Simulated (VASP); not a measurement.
Here is a VASP 6.6.1 calculation.

INCAR

```
PREC     = Accurate       # precision mode
ENCUT    = 520            # plane-wave cutoff, eV
EDIFF    = 1E-7           # SCF threshold, eV
ISMEAR   = -1             # smearing method
SIGMA    = 0.1            # smearing width, eV
LREAL    = False          # projectors in reciprocal space
LASPH    = True           # aspherical terms in the spheres
NELM     = 80             # most SCF steps
ALGO     = Normal         # electronic algorithm
ISIF     = 2              # what is computed and relaxed
LWAVE    = False          # write WAVECAR
LCHARG   = False          # write CHGCAR
NBANDS   = 21             # bands
```

KPOINTS

```
regular mesh
0
Gamma
  11 11 6
```

File POSCAR:

```
Ge
1.0
    1.4628268894     -2.5507037059      0.0000000000
    1.4628268894      2.5507037059      0.0000000000
    0.0000000000      0.0000000000      4.6474517715
Ge
2
Direct
    0.6665530000      0.3334470000      0.2500000000
    0.3334470000      0.6665530000      0.7500000000
```

Potentials or basis: VASP PAW LDA potentials, release 64 (Ge_d).

The run is started by

```sh
$ cat potpaw_LDA.64/Ge_d/POTCAR > POTCAR
$ mpirun -np 1 vasp_std > vasp.out
```

**Question.** Predict the band gap on the k mesh.

**Answer.** Zero (band 14 reaches 14.37 eV, above the bottom of band 15 at 4.59 eV).

**Question.** What does it give for the pressure?

**Answer.** 3.1 GPa.

**Question.** Estimate the largest force.

**Answer.** 0.005 eV/Å.

Stress tensor (GPa, compression positive):
```
0.67 0.00 0.00
0.00 0.68 0.00
0.00 0.00 7.87
```
